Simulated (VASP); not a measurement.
The system is Au.

```xyz
1
Lattice="-1.6573 1.6573 1.6573 1.6573 -1.6573 1.6573 1.6573 1.6573 -1.6573" Properties=species:S:1:pos:R:3 pbc="T T T"
Au    0.0000    0.0000    0.0000
```

```yaml
Program: VASP 6.6.1
Task: relaxation of cell and atoms
Functional: PBEsol
Potentials_or_basis: VASP PAW PBE potentials, release 64 (Au)
Cutoff: 600 eV
k_mesh: 8 × 8 × 8
Occupations: gaussian, width 0.1 eV
Spin: no spin polarisation
```

At the start: pressure -9.6 GPa; volume 18.21 Å³/atom.

Q: Where does the relaxation end?

A: Over 3 steps the energy falls by 38.6 meV/atom and the volume is 17.04 Å³/atom (-6.4 %); space group Im-3m (No. 229, to 0.05 Å).

The path:
```
step  energy change (eV)  largest force (eV/Å)  pressure (GPa)  volume (Å³)
   1              0.0000                0.0000           -9.56        18.21
   2              0.0518                0.0000           21.27        15.49
   3             -0.0386                0.0000           -0.28        17.04
```

Final structure:
```
Au
1.0
    -1.62099    1.62099    1.62099
     1.62099   -1.62099    1.62099
     1.62099    1.62099   -1.62099
Au
1
Direct
  0.00000 0.00000 0.00000
```

Caveat: the PAW data sets were made with another functional, which shifts forces and pressure a little.
